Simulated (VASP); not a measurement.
A run of VASP 6.6.1 is set up as follows.

File INCAR:

```
PREC = Accurate ; ENCUT = 520
EDIFF = 1E-6 ; ISMEAR = -1
SIGMA = 0.02 ; LREAL = F
LASPH = T ; NELM = 80
ALGO = Normal ; ISIF = 2
LWAVE = F ; LCHARG = F
GGA = PE ; NBANDS = 55
```

Contents of KPOINTS:

```
regular mesh
0
Gamma
  6 6 6
```

The input POSCAR:

```
Ga2O3
1.0
    2.5287808746      1.4599923187      4.5409449931
   -2.5287808746      1.4599923187      4.5409449931
    0.0000000000     -2.9199846374      4.5409449931
Ga O
4 6
Direct
    0.3558404617      0.3558404617      0.3558404617
    0.1441595383      0.1441595383      0.1441595383
    0.6441595383      0.6441595383      0.6441595383
    0.8558404617      0.8558404617      0.8558404617
    0.5531316630      0.9468683370      0.2500000000
    0.2500000000      0.5531316630      0.9468683370
    0.9468683370      0.2500000000      0.5531316630
    0.4468683370      0.0531316630      0.7500000000
    0.7500000000      0.4468683370      0.0531316630
    0.0531316630      0.7500000000      0.4468683370
```

Potentials or basis: VASP PAW PBE potentials, release 64 (Ga_d, O).

Launch:

```sh
$ cat potpaw_PBE.64/Ga_d/POTCAR potpaw_PBE.64/O/POTCAR > POTCAR
$ mpirun -np 1 vasp_std > vasp.out
```

**Question.** Predict the pressure.

**Answer.** 1.0 GPa.

**Question.** What does it give for the band gap on the k mesh?

**Answer.** 2.39 eV (least direct gap 2.63 eV).

**Question.** Predict the largest force.

**Answer.** 0.011 eV/Å.

Forces on the atoms (eV/Å):
```
Ga   0.000  0.000  0.011
Ga   0.000  0.000 -0.011
Ga   0.000  0.000 -0.011
Ga   0.000  0.000  0.011
O   -0.001  0.000  0.000
O    0.001 -0.001  0.000
O    0.001  0.001  0.000
O    0.001  0.000  0.000
O   -0.001  0.001  0.000
O   -0.001 -0.001  0.000
```

A k mesh can miss the band edges. Expect the measured gap to be larger: semilocal functionals such as PBE lack the derivative discontinuity.
